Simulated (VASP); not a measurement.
# Cu3TeAs3 (Pm-3m) in VASP: further runs

Cu3TeAs3 is run at these levels: PBE; tasks: single point, relaxation of cell and atoms.

Program: VASP 6.6.1. These are calculated values, not measurements. Logs are shortened: lines on timing, memory, paths and dates and some standing lists are left out, and cuts for length are marked.

## (1) The cell of the first run

The structure is cubic, space group Pm-3m (No. 221). Conventional cell: a = 5.137 Å, b = 5.137 Å, c = 5.137 Å, α = 90.00°, β = 90.00°, γ = 90.00°. Within 3.4 Å of Cu (site symmetry 4/mmm) lie 2 Te at 2.57 Å and 4 As at 2.57 Å. Te (site symmetry m-3m) has 6 Cu at 2.57 Å within 3.4 Å. Within 3.4 Å of As (site symmetry 4/mmm) lie 4 Cu at 2.57 Å.

## (2) Single point, PBE

INCAR reads:

```
SYSTEM = Cu3TeAs3
PREC = Accurate
ENCUT = 520
EDIFF = 1E-7
ISMEAR = 0
SIGMA = 0.1
LREAL = .False.
LASPH = .True.
NELM = 100
ALGO = Normal
ISIF = 2
LWAVE = .False.
LCHARG = .False.
GGA = PE
NBANDS = 36
```

KPOINTS reads:

```
Automatic mesh
0
Gamma
  8 8 8
  0 0 0
```

POSCAR reads:

```
Cu3TeAs3
1.0
    5.1373581821      0.0000000000      0.0000000000
    0.0000000000      5.1373581821      0.0000000000
    0.0000000000      0.0000000000      5.1373581821
Cu Te As
3 1 3
Direct
    0.5000000000      0.5000000000      0.0000000000
    0.0000000000      0.5000000000      0.5000000000
    0.5000000000      0.0000000000      0.5000000000
    0.5000000000      0.5000000000      0.5000000000
    0.5000000000      0.0000000000      0.0000000000
    0.0000000000      0.5000000000      0.0000000000
    0.0000000000      0.0000000000      0.5000000000
```

Potentials or basis: VASP PAW PBE potentials, release 64 (Cu, Te, As).

Started as:

```console
$ cat potpaw_PBE.64/Cu/POTCAR potpaw_PBE.64/Te/POTCAR potpaw_PBE.64/As/POTCAR > POTCAR
$ mpirun -np 1 vasp_std > vasp.out
```

OUTCAR:

```text
SYSTEM = Cu3TeAs3
   PREC = Accurate
   ENCUT = 520
   EDIFF = 1E-7
   ISMEAR = 0
   LREAL = .False.
   LASPH = .True.
   NELM = 100
   ISIF = 2
   GGA = PE

 ion  position               nearest neighbor table
   1  0.500  0.500  0.000-   4 2.57   5 2.57   6 2.57   4 2.57   5 2.57   6 2.57
   2  0.000  0.500  0.500-   4 2.57   6 2.57   7 2.57   6 2.57   7 2.57   4 2.57
   3  0.500  0.000  0.500-   4 2.57   5 2.57   7 2.57   5 2.57   4 2.57   7 2.57
   4  0.500  0.500  0.500-   1 2.57   2 2.57   3 2.57   1 2.57   3 2.57   2 2.57
   5  0.500  0.000  0.000-   1 2.57   3 2.57   3 2.57   1 2.57
   6  0.000  0.500  0.000-   1 2.57   2 2.57   2 2.57   1 2.57
   7  0.000  0.000  0.500-   2 2.57   3 2.57   2 2.57   3 2.57

  LATTYP: Found a simple cubic cell.
 ALAT       =     5.1373581821

  Lattice vectors:

 A1 = (   5.1373581821,   0.0000000000,   0.0000000000)
 A2 = (   0.0000000000,   5.1373581821,   0.0000000000)
 A3 = (   0.0000000000,   0.0000000000,   5.1373581821)

Analysis of symmetry for initial positions (statically):
=====================================================================
 Subroutine PRICEL returns:
 Original cell was already a primitive cell.

 Routine SETGRP: Setting up the symmetry group for a
 simple cubic supercell.

 Subroutine GETGRP returns: Found 48 space group operations
 (whereof 48 operations were pure point group operations)
 out of a pool of 48 trial point group operations.

The static configuration has the point symmetry O_h .

Analysis of symmetry for dynamics (positions and initial velocities):
=====================================================================
 Subroutine PRICEL returns:
 Original cell was already a primitive cell.

 Routine SETGRP: Setting up the symmetry group for a
 simple cubic supercell.

 Subroutine GETGRP returns: Found 48 space group operations
 (whereof 48 operations were pure point group operations)
 out of a pool of 48 trial point group operations.

The dynamic configuration has the point symmetry O_h .

 Subroutine INISYM returns: Found 48 space group operations
 (whereof 48 operations are pure point group operations),
 and found     1 'primitive' translations

----------------------------------------------------------------------------------------

                                     Primitive cell

  volume of cell :     135.5875

  direct lattice vectors                    reciprocal lattice vectors
     5.137358182  0.000000000  0.000000000     0.194652575  0.000000000  0.000000000
     0.000000000  5.137358182  0.000000000     0.000000000  0.194652575  0.000000000
     0.000000000  0.000000000  5.137358182     0.000000000  0.000000000  0.194652575

  length of vectors
     5.137358182  5.137358182  5.137358182     0.194652575  0.194652575  0.194652575

  position of ions in fractional coordinates (direct lattice)
     0.500000000  0.500000000  0.000000000
     0.000000000  0.500000000  0.500000000
     0.500000000  0.000000000  0.500000000
     0.500000000  0.500000000  0.500000000
     0.500000000  0.000000000  0.000000000
     0.000000000  0.500000000  0.000000000
     0.000000000  0.000000000  0.500000000

  ion indices of the primitive-cell ions
   primitive index   ion index
                 1           1
                 2           2
                 3           3
                 4           4
                 5           5
                 6           6
                 7           7

----------------------------------------------------------------------------------------

 KPOINTS: Automatic mesh

Automatic generation of k-mesh.
 Grid dimensions read from file:
 generate k-points for:    8    8    8

 Generating k-lattice:

  Cartesian coordinates                     Fractional coordinates (reciprocal lattice)
     0.024331572  0.000000000  0.000000000     0.125000000  0.000000000  0.000000000
     0.000000000  0.024331572  0.000000000     0.000000000  0.125000000  0.000000000
     0.000000000  0.000000000  0.024331572     0.000000000  0.000000000  0.125000000

  Length of vectors
     0.024331572  0.024331572  0.024331572

  Shift w.r.t. Gamma in fractional coordinates (k-lattice)
     0.000000000  0.000000000  0.000000000

 Subroutine IBZKPT returns following result:
 ===========================================

 Found     35 irreducible k-points:

 Following reciprocal coordinates:
            Coordinates               Weight
  0.000000  0.000000  0.000000      1.000000
  0.125000  0.000000  0.000000      6.000000
  0.250000  0.000000  0.000000      6.000000
  0.375000  0.000000  0.000000      6.000000
  0.500000  0.000000  0.000000      3.000000
  0.125000  0.125000  0.000000     12.000000
[... 16 lines left out ...]
  0.375000  0.375000  0.125000     24.000000
  0.500000  0.375000  0.125000     24.000000
 [... further k-points ...]
   k-points           NKPTS =     35   k-points in BZ     NKDIM =     35   number of bands    NBANDS=     36
   number of dos      NEDOS =    301   number of ions     NIONS =      7
   total plane-waves  NPLWV =  64000
   dimension x,y,z NGX =    40 NGY =   40 NGZ =   40
   dimension x,y,z NGXF=    80 NGYF=   80 NGZF=   80
   ions per type =               3   1   3
   NGX,Y,Z   is equivalent  to a cutoff of  12.94, 12.94, 12.94 a.u.
   NGXF,Y,Z  is equivalent  to a cutoff of  25.89, 25.89, 25.89 a.u.
 SYSTEM =  Cu3TeAs3
   PREC   = accura    normal or accurate (medium, high low for compatibility)
   ISTART =      0    job   : 0-new  1-cont  2-samecut
   ICHARG =      2    charge: 1-file 2-atom 10-const
   ISPIN  =      1    spin polarized calculation?
   LNONCOLLINEAR =      F non collinear calculations
   LSORBIT =      F    spin-orbit coupling
   LASPH  =      T    aspherical Exc in radial PAW
   ENCUT  =  520.0 eV  38.22 Ry    6.18 a.u.   9.55  9.55  9.55*2*pi/ulx,y,z
   NELM   =    100;   NELMIN=  2; NELMDL= -5     # of ELM steps
   EDIFF  = 0.1E-06   stopping-criterion for ELM
   LREAL  =      F    real-space projection
   EDIFFG = 0.1E-05   stopping-criterion for IOM
   NSW    =      0    number of steps for IOM
   IBRION =     -1    ionic relax: 0-MD 1-quasi-New 2-CG
   NFREE  =      0    steps in history (QN), initial steepest desc. (CG)
   ISIF   =      2    stress and relaxation
   ISYM   =      2    0-nonsym 1-usesym 2-fastsym
   POTIM  = 0.5000    time-step for ionic-motion
   TEBEG  =    0.0;   TEEND  =   0.0 temperature during run
   PSTRESS=    0.0 pullay stress
   NELECT =      54.0000    total number of electrons
   NUPDOWN=      -1.0000    fix difference up-down
   EMIN   =  10.00;   EMAX   =-10.00  energy-range for DOS
   EFERMI =   0.00;   METHOD = LEGACY
   ISMEAR =     0;   SIGMA  =   0.10  broadening in eV -4-tet -1-fermi 0-gaus
   EFERMI_NEDOS =   21; number of points for ismear=-14 and -15
   IALGO  =     38    algorithm
   IMIX   =      4    mixing-type and parameters
     AMIX     =   0.40;   BMIX     =  1.00
     AMIX_MAG =   1.60;   BMIX_MAG =  1.00
  volume/ion in A,a.u.               =      19.37       130.71
  Fermi-wavevector in a.u.,A,eV,Ry     =   1.204480  2.276137 19.738950  1.450772
  Thomas-Fermi vector in A             =   2.340204
   LORBIT       =      0    0 simple, 1 ext, 2 COOP (PROOUT), +10 PAW based schemes
   GGA     = PE    functional components
   LHFCALC =     F    Hartree Fock is set to
   AEXX    =    0.0000 exact exchange contribution
   IVDW    =     0    specifies the selected vdW correction
   LEPSILON=     F    determine dielectric tensor
   LRPA    =     F    only Hartree local field effects (RPA)
 non-spin polarized calculation
 Gauss-broadening in eV      SIGMA  =   0.10
  energy-cutoff  :      520.00
  volume of cell :      135.59
 maximum number of plane-waves:      3743
 NGX is ok and might be reduce to    40
   NGX = 19   NGY = 19   NGZ = 19

 number of electron      53.9999910 magnetization

 Free energy of the ion-electron system (eV)
  ---------------------------------------------------
  ext. energy  EPLUGINS =         0.00000000
  ---------------------------------------------------
  free energy    TOTEN  =       -25.95725442 eV

  energy without entropy =      -25.92998744  energy(sigma->0) =      -25.94362093

 E-fermi :   5.7514     XC(G=0): -10.5038

 val. band max:        5.7464547842   @ k =   0.3750   0.3750   0.0000
 cond. band min:       5.7516624285   @ k =   0.5000   0.5000   0.1250
 fundamental gap:      0.0052076444
 Fermi energy:         5.7514162751

 k-point     1 :       0.0000    0.0000    0.0000
  band No.  band energies     occupation
      1      -7.5254      2.00000
      2      -4.9256      2.00000
      3      -4.3538      2.00000
      4      -4.3538      2.00000
      5       0.6153      2.00000
      6       0.6153      2.00000
[... 28 lines left out ...]
     35      11.1237      0.00000
     36      11.1237      0.00000

 k-point     2 :       0.1250    0.0000    0.0000
  band No.  band energies     occupation
      1      -7.4601      2.00000
      2      -4.9686      2.00000
      3      -4.4369      2.00000
      4      -4.3254      2.00000
      5       0.6146      2.00000
      6       0.6615      2.00000
[... 28 lines left out ...]
     35      11.1888      0.00000
     36      11.4266      0.00000

 k-point     3 :       0.2500    0.0000    0.0000
  band No.  band energies     occupation
      1      -7.2755      2.00000
      2      -5.1793      2.00000
      3      -4.5466      2.00000
      4      -4.2540      2.00000
      5       0.6488      2.00000
      6       0.7901      2.00000
[... 28 lines left out ...]
     35      11.3847      0.00000
     36      12.2606      0.00000

 k-point     4 :       0.3750    0.0000    0.0000
  band No.  band energies     occupation
      1      -7.0225      2.00000
      2      -5.5351      2.00000
      3      -4.5658      2.00000
      4      -4.1781      2.00000
      5       0.7446      2.00000
      6       0.9618      2.00000
[... 28 lines left out ...]
     35      11.7079      0.00000
     36      12.2093      0.00000

 k-point     5 :       0.5000    0.0000    0.0000
  band No.  band energies     occupation
      1      -6.8721      2.00000
      2      -5.7365      2.00000
      3      -4.5617      2.00000
      4      -4.1451      2.00000
      5       0.8209      2.00000
      6       1.0606      2.00000
[... 655 lines left out ...]
 k-point    22 :       0.5000    0.2500    0.1250
  band No.  band energies     occupation
      1      -6.6144      2.00000
      2      -5.4615      2.00000
      3      -4.7602      2.00000
      4      -4.3789      2.00000
      5       0.0307      2.00000
      6       0.2389      2.00000
[... 28 lines left out ...]
     35      11.9386      0.00000
     36      12.7778      0.00000

 k-point    23 :       0.3750    0.3750    0.1250
  band No.  band energies     occupation
      1      -6.5408      2.00000
      2      -5.2014      2.00000
      3      -4.9256      2.00000
      4      -4.5200      2.00000
      5      -0.0460      2.00000
      6       0.0137      2.00000
[... 28 lines left out ...]
     35      12.1679      0.00000
     36      12.2491      0.00000

 k-point    24 :       0.5000    0.3750    0.1250
  band No.  band energies     occupation
      1      -6.4313      2.00000
      2      -5.2207      2.00000
      3      -4.9228      2.00000
      4      -4.5997      2.00000
      5      -0.1256      2.00000
      6      -0.0101      2.00000
[... 28 lines left out ...]
     35      11.6491      0.00000
     36      11.9346      0.00000

 [... further k-points ...]

------------------------ aborting loop because EDIFF is reached ----------------------------------------

  FORCE on cell =-STRESS in cart. coord.  units (eV):
  Direction    XX          YY          ZZ          XY          YZ          ZX
  --------------------------------------------------------------------------------------
  -------------------------------------------------------------------------------------
  Total        0.1470314      0.1470314      0.1470314     -0.0000000     -0.0000000      0.0000000
  in kB        1.7374055      1.7374055      1.7374055     -0.0000000     -0.0000000      0.0000000
  external PRESSURE =       1.7374055 kB  Pullay stress =       0.0000000 kB

 VOLUME and BASIS-vectors are now :
 -----------------------------------------------------------------------------
  energy-cutoff  :      520.00
  volume of cell :      135.59
      direct lattice vectors                 reciprocal lattice vectors
     5.137358182  0.000000000  0.000000000     0.194652575  0.000000000  0.000000000
     0.000000000  5.137358182  0.000000000     0.000000000  0.194652575  0.000000000
     0.000000000  0.000000000  5.137358182     0.000000000  0.000000000  0.194652575

 POSITION                                       TOTAL-FORCE (eV/Angst)
 -----------------------------------------------------------------------------------
      2.56868      2.56868      0.00000         0.000000      0.000000      0.000000
      0.00000      2.56868      2.56868         0.000000      0.000000      0.000000
      2.56868      0.00000      2.56868         0.000000      0.000000      0.000000
      2.56868      2.56868      2.56868         0.000000      0.000000      0.000000
      2.56868      0.00000      0.00000         0.000000      0.000000      0.000000
      0.00000      2.56868      0.00000         0.000000      0.000000      0.000000
      0.00000      0.00000      2.56868         0.000000      0.000000      0.000000
 -----------------------------------------------------------------------------------
    total drift:                               -0.000000      0.000000     -0.000000

  FREE ENERGIE OF THE ION-ELECTRON SYSTEM (eV)
  ---------------------------------------------------
  free  energy   TOTEN  =       -25.9572544181 eV

  energy  without entropy=      -25.9299874418  energy(sigma->0) =      -25.94362093
```

Run time: 1.8 min. Hardware: 1 thread of Intel Xeon 6975P-C (Granite Rapids), shared host; peak memory 0.34 GiB.

Results:

```yaml
Free_energy: -25.9573 eV
Pressure: 0.2 GPa
Band_gap_on_the_k_mesh: zero (band 27 reaches 7.72 eV, above the bottom of band 28 at 4.49 eV)
```

Caveat: spin-orbit coupling is left out, which moves the levels of the heavy elements.

(Part 1 of 2 ends here.)
